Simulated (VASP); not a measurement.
Runs of VASP 6.6.1 on SnO (Romarchite). The structure is that of space group P4/nmm (No. 129), or close to it. The cells are those of the table. 

```tsv
task	cell	gap on the mesh (eV)	pressure (GPa)	largest force (eV/Å)
single point	a = 3.798, b = 3.798, c = 4.823 Å, 4 atoms	(a)	0.3	0.15
single point	a = 3.802, b = 3.802, c = 4.833 Å, 4 atoms	0.19	0.1	0.14
electric field gradients	a = 3.795, b = 3.795, c = 4.787 Å, 4 atoms	0.09	(b)	0.15
single point	a = 3.799, b = 3.799, c = 4.841 Å, 4 atoms	0.19	0.3	0.15
```

Alike in all rows: level r2SCAN+D3(BJ); potentials or basis VASP PAW PBE potentials, release 64 (Sn_d, O); no spin polarisation; k mesh 10 × 10 × 8; cutoff (eV) 520; smearing gaussian 0.05 eV.

Estimate the missing entries.

(a) 0.16; (b) 0.6.

Caveats: the PAW data sets were made with another functional, which shifts forces and pressure a little; spin-orbit coupling is left out, which moves the levels of the heavy elements.

A k mesh can miss the band edges, and the runs leave out spin-orbit coupling on Sn.
